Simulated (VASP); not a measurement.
Write the native input for VASP 6.6.1 that does the following.

```
Task                   : single point
Functional             : PBE
Dispersion             : D4
Potentials or basis    : VASP PAW PBE potentials, release 64 (Ga_d, O)
Cutoff                 : 520 eV
k mesh                 : 9 × 9 × 5
Occupations            : fermi-dirac, width 0.05 eV
Spin                   : no spin polarisation
Dipole correction      : no
Further INCAR settings : ALGO = Normal; EDIFF = 1e-07; NBANDS = 55
```

The structure of Ga2O3 lies in POSCAR:

```
Ga2O3
1.0
    6.1504295922     -1.5299223634      0.0067465181
    6.1504295922      1.5299223634      0.0067465181
   -1.3896257023      0.0000000000      5.6673038775
Ga O
4 6
Direct
    0.3410586854      0.3410586854      0.6865865399
    0.6589413146      0.6589413146      0.3134134601
    0.9092693743      0.9092693743      0.2047168723
    0.0907306257      0.0907306257      0.7952831277
    0.5037706599      0.5037706599      0.7449214660
    0.4962293401      0.4962293401      0.2550785340
    0.8270826111      0.8270826111      0.4378081993
    0.1729173889      0.1729173889      0.5621918007
    0.8336445946      0.8336445946      0.8911114653
    0.1663554054      0.1663554054      0.1088885347
```

These files were run (other wordings do the same):

INCAR

```
PREC = Accurate ; ENCUT = 520
EDIFF = 1E-7 ; ISMEAR = -1
SIGMA = 0.05 ; LREAL = F
LASPH = T ; NELM = 80
ALGO = Normal ; ISIF = 2
LWAVE = F ; LCHARG = T
GGA = PE ; IVDW = 13
LELF = T ; LVHAR = T
NBANDS = 55
```

KPOINTS

```
regular mesh
0
Gamma
  9 9 5
```

Potentials or basis: VASP PAW PBE potentials, release 64 (Ga_d, O).

Launch:

```console
$ cat potpaw_PBE.64/Ga_d/POTCAR potpaw_PBE.64/O/POTCAR > POTCAR
$ mpirun -np 1 vasp_std > vasp.out
```

It gave:

The pressure is 0.7 GPa. The largest force is 0.028 eV/Å and the band gap on the k mesh is 2.21 eV (least direct gap 2.23 eV). The dispersion energy per atom is -0.309 eV.

Run time: 14 min on 1 thread of Intel(R) Xeon(R) Platinum 8488C (Sapphire Rapids) (shared host), peak memory 0.65 GiB.
